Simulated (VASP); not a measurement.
Runs of VASP 6.6.1 on Cr. The structure is that of space group P6_3/mmc (No. 194), or close to it. The cells are those of the table. This isn't the form of Cr at room conditions, which is bcc.

```csv
task,level,spin,cell,k mesh,cutoff (eV),smearing,dipole correction,grid for exact exchange (PRECFOCK),share of exact exchange,screening parameter,tolerance level,gap on the mesh (eV),pressure (GPa),moment (μB)
vibrations by perturbation theory,PBE,"collinear, ferromagnetic start","a = 2.714, b = 2.714, c = 4.410 Å, angles 90.0, 90.0, 120.0°, 2 atoms",8 × 8 × 5,520,fermi-dirac 0.05 eV,no,-,-,-,-,-,-,(a)
single point,PBEsol,"collinear, ferromagnetic start","a = 2.714, b = 2.714, c = 4.410 Å, angles 90.0, 90.0, 120.0°, 2 atoms",11 × 11 × 6,520,fermi-dirac 0.05 eV,no,-,-,-,-,none,-32.2,1.69
single point,PBEsol,"collinear, ferrimagnetic start","a = 2.714, b = 2.714, c = 4.410 Å, angles 90.0, 90.0, 120.0°, 2 atoms",11 × 11 × 6,520,fermi-dirac 0.05 eV,no,-,-,-,-,none,-32.2,1.69
single point,PBE-based screened hybrid with 25 % exact exchange,"collinear, ferromagnetic start","a = 2.704, b = 2.704, c = 4.447 Å, angles 90.0, 90.0, 120.0°, 2 atoms",6 × 6 × 3,520,fermi-dirac 0.05 eV,no,Normal,0.25,0.3 1/Å,-,none,0.5,(c)
single point,PBEsol,off,"a = 2.714, b = 2.714, c = 4.410 Å, angles 90.0, 90.0, 120.0°, 2 atoms",11 × 11 × 6,520,fermi-dirac 0.05 eV,no,-,-,-,-,none,-34.2,-
single point,PBEsol,"non-collinear, typed start","a = 2.714, b = 2.714, c = 4.410 Å, angles 90.0, 90.0, 120.0°, 2 atoms",8 × 8 × 5,520,fermi-dirac 0.05 eV,no,-,-,-,-,none,-31.8,1.86
single point,PBE,"collinear, antiferromagnetic start","a = 2.714, b = 2.714, c = 4.410 Å, angles 90.0, 90.0, 120.0°, 2 atoms",11 × 11 × 6,400,methfessel-paxton 0.1 eV,-,-,-,-,standard,none,-12.2,(b)
```

Alike in all rows: potentials or basis VASP PAW PBE potentials, release 64 (Cr_pv).

Problem. Estimate the missing entries.

Solution. (a) 1.92; (b) 0.00; (c) 5.29.

Caveats: some runs use coarse meshes; the PAW data sets were made with another functional, which shifts forces and pressure a little (at least some runs); the cell stands under tension (at least some runs); an empty level that is flat over the whole mesh can mark a ghost state of the potentials, or a narrow d or f band (at least some runs); the cell stands under pressure or tension, which shifts response properties (at least some runs); some modes are imaginary (at least some runs); the stress differs along the axes, from -37 to -28 GPa (at least some runs); the stress differs along the axes, from -25 to -6 GPa (at least some runs).

A gap of «none» marks levels without a gap at the run's occupations.
